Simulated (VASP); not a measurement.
A run of VASP 6.6.1:

Contents of INCAR:

```
PREC = Accurate ; ENCUT = 910
EDIFF = 1E-6 ; ISMEAR = 0
SIGMA = 0.05 ; LREAL = F
LASPH = T ; NELM = 120
ALGO = Normal ; ISIF = 2
LWAVE = F ; LCHARG = T
GGA = PE ; LELF = T
LVHAR = T ; NBANDS = 28
GGA_COMPAT = F
```

Contents of KPOINTS:

```
regular mesh
0
Gamma
  8 8 8
```

File POSCAR:

```
SrTiO3
1.0
    4.0448394974     -0.6222829996     -0.6222829996
   -0.6222829996      4.0448394974     -0.6222829996
   -0.6222829996     -0.6222829996      4.0448394974
Sr Ti O
1 1 3
Direct
    0.0000000000      0.0000000000      0.0000000000
    0.5000000000      0.5000000000      0.5000000000
    0.0000000000      0.5000000000      0.5000000000
    0.5000000000      0.0000000000      0.5000000000
    0.5000000000      0.5000000000      0.0000000000
```

Potentials or basis: VASP PAW PBE potentials, release 64 (Sr_sv, Ti_sv, O_h).

The run is started by

```sh
$ cat potpaw_PBE.64/Sr_sv/POTCAR potpaw_PBE.64/Ti_sv/POTCAR potpaw_PBE.64/O_h/POTCAR > POTCAR
$ mpirun -np 1 vasp_std > vasp.out
```

Hardware: 1 thread of Intel(R) Xeon(R) 6975P-C (Granite Rapids), on a shared host.

Task: Estimate the wall time of this run.

Result: Wall time 3.8 min on 1 thread of Intel(R) Xeon(R) 6975P-C (Granite Rapids), with other jobs on the host, peak memory 0.43 GiB. Counts: scf iterations 20, k points 65.
